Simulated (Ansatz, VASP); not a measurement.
Mn3SiB in VASP and in Ansatz

Contents of INCAR:

```
PREC = Accurate
ENCUT = 520
EDIFF = 1E-6
ISMEAR = 0
SIGMA = 0.1
LREAL = F
LASPH = T
NELM = 150
ALGO = Normal
ISIF = 2
LWAVE = F
LCHARG = F
ISPIN = 2
MAGMOM = 0 0 0.5 0.5 0.5
LORBIT = 11
LMAXMIX = 4
GGA = PE
NBANDS = 35
```

KPOINTS

```
regular mesh
0
Gamma
  10 10 10
```

Contents of POSCAR:

```
Mn3SiB
1.0
    3.8064402884      0.0000000000      0.0000000000
    0.0000000000      3.8064402884      0.0000000000
    0.0000000000      0.0000000000      3.8064402884
Si B Mn
1 1 3
Direct
    0.0000000000      0.0000000000      0.0000000000
    0.5000000000      0.5000000000      0.5000000000
    0.5000000000      0.5000000000      0.0000000000
    0.5000000000      0.0000000000      0.5000000000
    0.0000000000      0.5000000000      0.5000000000
```

Input for Ansatz:

```yaml
crystal:
  lattice:
    - [3.8064402884, 0.0, 0.0]
    - [0.0, 3.8064402884, 0.0]
    - [0.0, 0.0, 3.8064402884]
  atoms:
    - { symbol: Si, position: [0.0, 0.0, 0.0] }
    - { symbol: B, position: [0.5, 0.5, 0.5] }
    - { symbol: Mn, position: [0.5, 0.5, 0.0], spin: 0.5 }
    - { symbol: Mn, position: [0.5, 0.0, 0.5], spin: 0.5 }
    - { symbol: Mn, position: [0.0, 0.5, 0.5], spin: 0.5 }
basis:
  ecutwfc: 420
kpoints:
  mp_grid: { grid: [10, 10, 10] }
hamiltonian:
  xc: pbe
scf:
  occupations: { method: gaussian, width: 0.1 }
  lower_state_search: "off"
output:
  forces: true
  stress: true
  eigenvalues: true
  populations: true
magnetization:
  spin_polarized: true
```

Alike in both runs: task single point; functional PBE; k mesh 10 × 10 × 10; occupations gaussian, width 0.1 eV; collinear spin.

|  | VASP | Ansatz |
| --- | --- | --- |
| version | VASP 6.6.1 | Ansatz 0.2.0 |
| potentials or method | VASP PAW PBE potentials, release 64 (Si, B, Mn_pv), cutoff 520 eV | scalar-relativistic, plane waves, PAW |
| valence electrons in the cell | 46 | 52 |

|  | VASP | Ansatz | Ansatz less VASP |
| --- | --- | --- | --- |
| gap on the k mesh at the Fermi level (eV) | none | none | - |
| pressure (GPa) | 0.2 | 0.0 | -0.18 |
| net moment per atom (μB) | 0.78 | 0.77 | -0.004 |
| size of the moment on the site where the two differ most (μB) | 1.35 | 1.17 | -0.182 |

Site moments also hang on the region over which each program counts them. A gap of «none» marks a metal or a gap that the smearing closes. VASP's potentials hold 46 valence electrons a cell and Ansatz's 52, so a difference there can come from the potentials and not from the codes.
